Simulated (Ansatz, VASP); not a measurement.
## One calculation of WS2, two programs

File INCAR:

```
PREC     = Accurate       # precision mode
ENCUT    = 520            # plane-wave cutoff, eV
EDIFF    = 1E-7           # SCF threshold, eV
ISMEAR   = 0              # smearing method
SIGMA    = 0.05           # smearing width, eV
LREAL    = F              # projectors in reciprocal space
LASPH    = T              # aspherical terms in the spheres
NELM     = 60             # most SCF steps
ALGO     = Normal         # electronic algorithm
ISIF     = 2              # what is computed and relaxed
LWAVE    = F              # write WAVECAR
LCHARG   = T              # write CHGCAR
GGA      = CA             # functional
LELF     = T              # ELF
LVHAR    = T            
NBANDS   = 35             # bands
```

Contents of KPOINTS:

```
regular mesh
0
Gamma
  12 12 4
```

POSCAR

```
WS2
1.0
    3.0985446697      0.0000000000      0.0000000000
   -1.5492723349      2.6834183987      0.0000000000
    0.0000000000      0.0000000000     12.0430200778
W S
2 4
Direct
    0.3333333333      0.6666666667      0.2500000000
    0.6666666667      0.3333333333      0.7500000000
    0.3333333333      0.6666666667      0.6145775701
    0.6666666667      0.3333333333      0.1145775701
    0.3333333333      0.6666666667      0.8854224299
    0.6666666667      0.3333333333      0.3854224299
```

Input for Ansatz:

```yaml
crystal:
  lattice:
    - [3.0985446697, 0.0, 0.0]
    - [-1.5492723349, 2.6834183987, 0.0]
    - [0.0, 0.0, 12.0430200778]
  atoms:
    - { symbol: W, position: [0.3333333333, 0.6666666667, 0.25] }
    - { symbol: W, position: [0.6666666667, 0.3333333333, 0.75] }
    - { symbol: S, position: [0.3333333333, 0.6666666667, 0.6145775701] }
    - { symbol: S, position: [0.6666666667, 0.3333333333, 0.1145775701] }
    - { symbol: S, position: [0.3333333333, 0.6666666667, 0.8854224299] }
    - { symbol: S, position: [0.6666666667, 0.3333333333, 0.3854224299] }
basis:
  ecutwfc: 420
kpoints:
  mp_grid: { grid: [12, 12, 4] }
hamiltonian:
  xc: lda
  pseudopotentials: { kind: paw, azcp: { folder: soft_1 } }
scf:
  occupations: { method: gaussian, width: 0.05 }
output:
  forces: true
  stress: true
  eigenvalues: true
  write_density: true
  write_potential: true
  elf: true
  volumetric_format: npy
```

Alike in both runs: task single point; functional LDA; k mesh 12 × 12 × 4; occupations gaussian, width 0.05 eV; no spin polarisation.

|  | VASP | Ansatz |
| --- | --- | --- |
| version | VASP 6.6.1 | Ansatz 0.2.0 |
| potentials or method | VASP PAW LDA potentials, release 64 (W_sv, S), cutoff 520 eV | scalar-relativistic, plane waves, PAW |
| valence electrons in the cell | 52 | 52 |

|  | VASP | Ansatz | Ansatz less VASP |
| --- | --- | --- | --- |
| gap on the k mesh at the Fermi level (eV) | 0.73 | 0.72 | -0.010 |
| least direct gap on the mesh (eV) | 1.88 | 1.88 | -0.003 |
| pressure (GPa) | -3.8 | -4.2 | -0.39 |
| traceless stress, the component that is largest in VASP (GPa) | -6.29 | -6.30 | -0.008 |
| rms of the force components (eV/Å) | 0.539 | 0.558 | +0.0193 |

Ansatz warns that its potentials were made for another functional, while VASP's fit it. LDA's correlation is that of Perdew and Zunger in VASP and of Perdew and Wang (1992) in Ansatz. Atom by atom the forces differ by 0.019 eV/Å (rms over components).

Neither program's run includes spin-orbit coupling.
